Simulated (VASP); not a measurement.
# ReSbN (P4/nmm) in VASP: further runs

Aim: see how the results for ReSbN move with the level of theory and the settings. Levels: LDA, LDA+U. Tasks: single point.

All numbers are computed with VASP 6.6.1; they aren't measurements. Logs are shortened: lines on timing, memory, paths and dates and some standing lists are left out, and cuts for length are marked.

## (1) The cell of the first run

Symmetry: P4/nmm, No. 129, tetragonal system. Conventional cell: a = 3.367 Å, b = 3.367 Å, c = 8.413 Å, α = 90.00°, β = 90.00°, γ = 90.00°. Re (site symmetry 4mm) has 4 N at 2.00 Å within 2.6 Å. Sb (site symmetry 4mm) has 5 Re at 2.95 to 3.88 Å and 4 N at 3.28 Å and 8 Sb at 3.37 to 3.67 Å within 3.9 Å. N (site symmetry -4m2) has 4 Re at 2.00 Å and 4 N at 2.38 Å within 2.6 Å.

## (2) Single point, LDA

File INCAR:

```
SYSTEM = ReSbN
PREC = Accurate
ENCUT = 520
EDIFF = 1E-7
ISMEAR = -1
SIGMA = 0.05
LREAL = .False.
LASPH = .True.
NELM = 100
ALGO = Normal
ISIF = 2
LWAVE = .False.
LCHARG = .False.
NBANDS = 26
```

File KPOINTS:

```
Automatic mesh
0
Gamma
  8 8 3
  0 0 0
```

File POSCAR:

```
ReSbN
1.0
    3.3667734222      0.0000000000      0.0000000000
    0.0000000000      3.3667734222      0.0000000000
    0.0000000000      0.0000000000      8.4132352362
Re Sb N
2 2 2
Direct
    0.0000000000      0.5000000000      0.8725564491
    0.5000000000      0.0000000000      0.1274435509
    0.0000000000      0.5000000000      0.3340232965
    0.5000000000      0.0000000000      0.6659767035
    0.0000000000      0.0000000000      0.0000000000
    0.5000000000      0.5000000000      0.0000000000
```

Potentials or basis: VASP PAW LDA potentials, release 64 (Re, Sb, N).

Command:

```bash
cat potpaw_LDA.64/Re/POTCAR potpaw_LDA.64/Sb/POTCAR potpaw_LDA.64/N/POTCAR > POTCAR
mpirun -np 1 vasp_std > vasp.out
```

OUTCAR:

```text
SYSTEM = ReSbN
   PREC = Accurate
   ENCUT = 520
   EDIFF = 1E-7
   ISMEAR = -1
   LREAL = .False.
   LASPH = .True.
   NELM = 100
   ISIF = 2

 ion  position               nearest neighbor table
   1  0.000  0.500  0.873-   5 2.00   6 2.00   5 2.00   6 2.00   4 2.95   4 2.95   4 2.95   4 2.95
                             2 3.20   2 3.20   2 3.20   2 3.20
   2  0.500  0.000  0.127-   5 2.00   6 2.00   6 2.00   5 2.00   3 2.95   3 2.95   3 2.95   3 2.95
                             1 3.20   1 3.20   1 3.20   1 3.20
   3  0.000  0.500  0.334-   2 2.95   2 2.95   2 2.95   2 2.95   4 3.67   4 3.67   4 3.67   4 3.67

   4  0.500  0.000  0.666-   1 2.95   1 2.95   1 2.95   1 2.95   3 3.67   3 3.67   3 3.67   3 3.67

   5  0.000  0.000  0.000-   1 2.00   2 2.00   1 2.00   2 2.00
   6  0.500  0.500  0.000-   1 2.00   2 2.00   2 2.00   1 2.00

  LATTYP: Found a simple tetragonal cell.
 ALAT       =     3.3667734222
 C/A-ratio  =     2.4989015241

  Lattice vectors:

 A1 = (   3.3667734222,   0.0000000000,   0.0000000000)
 A2 = (   0.0000000000,   3.3667734222,   0.0000000000)
 A3 = (   0.0000000000,   0.0000000000,   8.4132352362)

Analysis of symmetry for initial positions (statically):
=====================================================================
 Subroutine PRICEL returns:
 Original cell was already a primitive cell.

 Routine SETGRP: Setting up the symmetry group for a
 simple tetragonal supercell.

 Subroutine GETGRP returns: Found 16 space group operations
 (whereof  8 operations were pure point group operations)
 out of a pool of 16 trial point group operations.

The static configuration has the point symmetry D_2d.
 The point group associated with its full space group is D_4h.

Analysis of symmetry for dynamics (positions and initial velocities):
=====================================================================
 Subroutine PRICEL returns:
 Original cell was already a primitive cell.

 Routine SETGRP: Setting up the symmetry group for a
 simple tetragonal supercell.

 Subroutine GETGRP returns: Found 16 space group operations
 (whereof  8 operations were pure point group operations)
 out of a pool of 16 trial point group operations.

The dynamic configuration has the point symmetry D_2d.
 The point group associated with its full space group is D_4h.

 Subroutine INISYM returns: Found 16 space group operations
 (whereof  8 operations are pure point group operations),
 and found     1 'primitive' translations

----------------------------------------------------------------------------------------

                                     Primitive cell

  volume of cell :      95.3654

  direct lattice vectors                    reciprocal lattice vectors
     3.366773422  0.000000000  0.000000000     0.297020285  0.000000000  0.000000000
     0.000000000  3.366773422  0.000000000     0.000000000  0.297020285  0.000000000
     0.000000000  0.000000000  8.413235236     0.000000000  0.000000000  0.118860340

  length of vectors
     3.366773422  3.366773422  8.413235236     0.297020285  0.297020285  0.118860340

  position of ions in fractional coordinates (direct lattice)
     0.000000000  0.500000000  0.872556449
     0.500000000  0.000000000  0.127443551
     0.000000000  0.500000000  0.334023296
     0.500000000  0.000000000  0.665976704
     0.000000000  0.000000000  0.000000000
     0.500000000  0.500000000  0.000000000

  ion indices of the primitive-cell ions
   primitive index   ion index
                 1           1
                 2           2
                 3           3
                 4           4
                 5           5
                 6           6

----------------------------------------------------------------------------------------

 KPOINTS: Automatic mesh

Automatic generation of k-mesh.
 Grid dimensions read from file:
 generate k-points for:    8    8    3

 Generating k-lattice:

  Cartesian coordinates                     Fractional coordinates (reciprocal lattice)
     0.037127536  0.000000000  0.000000000     0.125000000  0.000000000  0.000000000
     0.000000000  0.037127536  0.000000000     0.000000000  0.125000000  0.000000000
     0.000000000  0.000000000  0.039620113     0.000000000  0.000000000  0.333333333

  Length of vectors
     0.037127536  0.037127536  0.039620113

  Shift w.r.t. Gamma in fractional coordinates (k-lattice)
     0.000000000  0.000000000  0.000000000

 Subroutine IBZKPT returns following result:
 ===========================================

 Found     30 irreducible k-points:

 Following reciprocal coordinates:
            Coordinates               Weight
  0.000000  0.000000  0.000000      1.000000
  0.125000  0.000000  0.000000      4.000000
  0.250000  0.000000  0.000000      4.000000
  0.375000  0.000000  0.000000      4.000000
  0.500000  0.000000  0.000000      2.000000
  0.125000  0.125000  0.000000      4.000000
[... 16 lines left out ...]
  0.375000  0.125000  0.333333     16.000000
  0.500000  0.125000  0.333333      8.000000
 [... further k-points ...]
   k-points           NKPTS =     30   k-points in BZ     NKDIM =     30   number of bands    NBANDS=     26
   number of dos      NEDOS =    301   number of ions     NIONS =      6
   total plane-waves  NPLWV =  50176
   dimension x,y,z NGX =    28 NGY =   28 NGZ =   64
   dimension x,y,z NGXF=    56 NGYF=   56 NGZF=  128
   ions per type =               2   2   2
   NGX,Y,Z   is equivalent  to a cutoff of  13.83, 13.83, 12.65 a.u.
   NGXF,Y,Z  is equivalent  to a cutoff of  27.65, 27.65, 25.29 a.u.
 SYSTEM =  ReSbN
   PREC   = accura    normal or accurate (medium, high low for compatibility)
   ISTART =      0    job   : 0-new  1-cont  2-samecut
   ICHARG =      2    charge: 1-file 2-atom 10-const
   ISPIN  =      1    spin polarized calculation?
   LNONCOLLINEAR =      F non collinear calculations
   LSORBIT =      F    spin-orbit coupling
   LASPH  =      T    aspherical Exc in radial PAW
   ENCUT  =  520.0 eV  38.22 Ry    6.18 a.u.   6.26  6.26 15.64*2*pi/ulx,y,z
   NELM   =    100;   NELMIN=  2; NELMDL= -5     # of ELM steps
   EDIFF  = 0.1E-06   stopping-criterion for ELM
   LREAL  =      F    real-space projection
   EDIFFG = 0.1E-05   stopping-criterion for IOM
   NSW    =      0    number of steps for IOM
   IBRION =     -1    ionic relax: 0-MD 1-quasi-New 2-CG
   NFREE  =      0    steps in history (QN), initial steepest desc. (CG)
   ISIF   =      2    stress and relaxation
   ISYM   =      2    0-nonsym 1-usesym 2-fastsym
   POTIM  = 0.5000    time-step for ionic-motion
   TEBEG  =    0.0;   TEEND  =   0.0 temperature during run
   PSTRESS=    0.0 pullay stress
   NELECT =      34.0000    total number of electrons
   NUPDOWN=      -1.0000    fix difference up-down
   EMIN   =  10.00;   EMAX   =-10.00  energy-range for DOS
   EFERMI =   0.00;   METHOD = LEGACY
   ISMEAR =    -1;   SIGMA  =   0.05  broadening in eV -4-tet -1-fermi 0-gaus
   EFERMI_NEDOS =   21; number of points for ismear=-14 and -15
   IALGO  =     38    algorithm
   IMIX   =      4    mixing-type and parameters
     AMIX     =   0.40;   BMIX     =  1.00
     AMIX_MAG =   1.60;   BMIX_MAG =  1.00
  volume/ion in A,a.u.               =      15.89       107.26
  Fermi-wavevector in a.u.,A,eV,Ry     =   1.160836  2.193662 18.334398  1.347540
  Thomas-Fermi vector in A             =   2.297414
   LORBIT       =      0    0 simple, 1 ext, 2 COOP (PROOUT), +10 PAW based schemes
   GGA     = CA    functional components
   LHFCALC =     F    Hartree Fock is set to
   AEXX    =    0.0000 exact exchange contribution
   IVDW    =     0    specifies the selected vdW correction
   LEPSILON=     F    determine dielectric tensor
   LRPA    =     F    only Hartree local field effects (RPA)
 non-spin polarized calculation
  energy-cutoff  :      520.00
  volume of cell :       95.37
 maximum number of plane-waves:      2586
 NGX is ok and might be reduce to    28
   NGX = 13   NGY = 13   NGZ = 31

 number of electron      33.9999998 magnetization

 Free energy of the ion-electron system (eV)
  ---------------------------------------------------
  ext. energy  EPLUGINS =         0.00000000
  ---------------------------------------------------
  free energy    TOTEN  =       -53.76167045 eV

  energy without entropy =      -53.74921442  energy(sigma->0) =      -53.75544244

 E-fermi :   8.2263     XC(G=0): -11.7851

 val. band max:        8.1551780000   @ k =   0.0000   0.0000   0.0000
 cond. band min:       8.2861763664   @ k =   0.5000   0.1250   0.0000
 fundamental gap:      0.1309983664
 Fermi energy:         8.2262911018

 k-point     1 :       0.0000    0.0000    0.0000
  band No.  band energies     occupation
      1      -9.7232      2.00000
      2      -6.6008      2.00000
      3      -3.0860      2.00000
      4      -3.0482      2.00000
      5       0.0501      2.00000
      6       0.0501      2.00000
[... 18 lines left out ...]
     25      13.4540      0.00000
     26      13.4540      0.00000

 k-point     2 :       0.1250    0.0000    0.0000
  band No.  band energies     occupation
      1      -9.5820      2.00000
      2      -6.6937      2.00000
      3      -2.9419      2.00000
      4      -2.8421      2.00000
      5       0.1016      2.00000
      6       0.1326      2.00000
[... 18 lines left out ...]
     25      13.3977      0.00000
     26      13.4349      0.00000

 k-point     3 :       0.2500    0.0000    0.0000
  band No.  band energies     occupation
      1      -9.1926      2.00000
      2      -6.9865      2.00000
      3      -2.5161      2.00000
      4      -2.2374      2.00000
      5       0.3298      2.00000
      6       0.3787      2.00000
[... 18 lines left out ...]
     25      13.1575      0.00000
     26      13.7265      0.00000

 k-point     4 :       0.3750    0.0000    0.0000
  band No.  band energies     occupation
      1      -8.6428      2.00000
      2      -7.4577      2.00000
      3      -1.8569      2.00000
      4      -1.4549      2.00000
      5       0.6800      2.00000
      6       0.7883      2.00000
[... 18 lines left out ...]
     25      12.7482      0.00000
     26      13.7612      0.00000

 k-point     5 :       0.5000    0.0000    0.0000
  band No.  band energies     occupation
      1      -8.0355      2.00000
      2      -8.0355      2.00000
      3      -1.2480      2.00000
      4      -1.2480      2.00000
      5       0.9201      2.00000
      6       0.9201      2.00000
[... 18 lines left out ...]
     25      13.0231      0.00000
     26      13.0381      0.00000

 k-point     6 :       0.1250    0.1250    0.0000
  band No.  band energies     occupation
      1      -9.4438      2.00000
      2      -6.7623      2.00000
      3      -2.8002      2.00000
      4      -2.6461      2.00000
      5      -0.0991      2.00000
      6       0.5448      2.00000
[... 427 lines left out ...]
 k-point    21 :       0.1250    0.1250    0.3333
  band No.  band energies     occupation
      1      -9.4424      2.00000
      2      -6.7624      2.00000
      3      -3.2411      2.00000
      4      -1.9462      2.00000
      5      -0.1204      2.00000
      6       0.4508      2.00000
[... 18 lines left out ...]
     25      13.3850      0.00000
     26      13.7853      0.00000

 k-point    22 :       0.2500    0.1250    0.3333
  band No.  band energies     occupation
      1      -9.0634      2.00000
      2      -6.9996      2.00000
      3      -2.6660      2.00000
      4      -1.6213      2.00000
      5      -0.0810      2.00000
      6       0.7729      2.00000
[... 18 lines left out ...]
     25      13.0492      0.00000
     26      13.3776      0.00000

 k-point    23 :       0.3750    0.1250    0.3333
  band No.  band energies     occupation
      1      -8.5319      2.00000
      2      -7.4154      2.00000
      3      -1.8173      2.00000
      4      -1.1951      2.00000
      5       0.1711      2.00000
      6       1.0784      2.00000
[... 18 lines left out ...]
     25      12.5631      0.00000
     26      12.8989      0.00000

 k-point    24 :       0.5000    0.1250    0.3333
  band No.  band energies     occupation
      1      -7.9524      2.00000
      2      -7.9524      2.00000
      3      -1.1344      2.00000
      4      -1.1344      2.00000
      5       0.7522      2.00000
      6       0.7522      2.00000
[... 18 lines left out ...]
     25      12.5008      0.00000
     26      12.5008      0.00000

 [... further k-points ...]
[... 5 lines left out ...]
  --------------------------------------------------------------------------------------
  -------------------------------------------------------------------------------------
  Total        1.6095453      1.6095453      1.3553348      0.0000000      0.0000000     -0.0000000
  in kB       27.0410136     27.0410136     22.7701749      0.0000000      0.0000000     -0.0000000
  external PRESSURE =      25.6174007 kB  Pullay stress =       0.0000000 kB

 VOLUME and BASIS-vectors are now :
 -----------------------------------------------------------------------------
  energy-cutoff  :      520.00
  volume of cell :       95.37
      direct lattice vectors                 reciprocal lattice vectors
     3.366773422  0.000000000  0.000000000     0.297020285  0.000000000  0.000000000
     0.000000000  3.366773422  0.000000000     0.000000000  0.297020285  0.000000000
     0.000000000  0.000000000  8.413235236     0.000000000  0.000000000  0.118860340

 POSITION                                       TOTAL-FORCE (eV/Angst)
 -----------------------------------------------------------------------------------
      0.00000      1.68339      7.34102        -0.000000     -0.000000     -0.505979
      1.68339      0.00000      1.07221         0.000000     -0.000000      0.505979
      0.00000      1.68339      2.81022         0.000000      0.000000      0.079246
      1.68339      0.00000      5.60302         0.000000     -0.000000     -0.079246
      0.00000      0.00000      0.00000         0.000000     -0.000000      0.000000
      1.68339      1.68339      0.00000         0.000000      0.000000      0.000000
 -----------------------------------------------------------------------------------
    total drift:                                0.000000      0.000000     -0.000000

  FREE ENERGIE OF THE ION-ELECTRON SYSTEM (eV)
  ---------------------------------------------------
  free  energy   TOTEN  =       -53.7616704498 eV

  energy  without entropy=      -53.7492144225  energy(sigma->0) =      -53.75544244
```

Run time: 43 s. Hardware: 1 thread of Intel Xeon 6975P-C (Granite Rapids), shared host; peak memory 0.22 GiB.

What came out:

```
Free energy            : -53.7617 eV
Pressure               : 2.6 GPa
Largest force          : 0.506 eV/Å
Band gap on the k mesh : zero (band 17 reaches 9.42 eV, above the bottom of band 18 at 7.54 eV)
```

Forces on the atoms (eV/Å):
```
Re   0.000  0.000 -0.506
Re   0.000  0.000  0.506
Sb   0.000  0.000  0.079
Sb   0.000  0.000 -0.079
N    0.000  0.000  0.000
N    0.000  0.000  0.000
```

Caveat: spin-orbit coupling is left out, which moves the levels of the heavy elements.

(Continued in part 2 of 3.)
